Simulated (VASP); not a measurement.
Set up this calculation in VASP 6.6.1, as the native input.

```
Task                   : single point
Functional             : PBEsol
Potentials or basis    : VASP PAW PBE potentials, release 64 (H)
Cutoff                 : 520 eV
k mesh                 : 9 × 9 × 6
Occupations            : gaussian, width 0.05 eV
Spin                   : no spin polarisation
Dipole correction      : no
Further INCAR settings : ALGO = Normal; EDIFF = 1e-06; NBANDS = 10
```

The structure of H lies in POSCAR:

```
H
1.0
    4.1366550983      0.0000000000      0.0000000000
   -2.0683275492      3.5824484019      0.0000000000
    0.0000000000      0.0000000000      4.3490810849
H
4
Direct
    0.3333333333      0.6666666667      0.1764958800
    0.6666666667      0.3333333333      0.6764958800
    0.6666666667      0.3333333333      0.8235041200
    0.3333333333      0.6666666667      0.3235041200
```

This cell differs from its parent crystal: ratio of the length along z to the lengths across it x 0.8, volume and fractional coordinates fixed.

The input as run:

INCAR

```
ALGO = Normal
EDIFF = 1E-6
ENCUT = 520
GGA = PS
ISIF = 2
ISMEAR = 0
LASPH = T
LCHARG = T
LELF = T
LREAL = F
LVHAR = T
LWAVE = F
NBANDS = 10
NELM = 60
PREC = Accurate
SIGMA = 0.05
```

KPOINTS

```
k-points
0
Gamma
  9 9 6
```

Potentials or basis: VASP PAW PBE potentials, release 64 (H).

The run is started by

```console
$ cat potpaw_PBE.64/H/POTCAR > POTCAR
$ mpirun -np 1 vasp_std > vasp.out
```

It gave:

| Property | Result |
| --- | --- |
| Pressure | 6.3 GPa |
| Largest force | 6.010 eV/Å |
| Band gap on the k mesh | 10.41 eV, indirect (least direct gap 10.86 eV) |

Caveat: the PAW data sets were made with another functional, which shifts forces and pressure a little.

It took 31 s on 1 thread of AMD EPYC 7R43 64-Core Processor (Zen 3), on a shared host, peak memory 0.13 GiB.
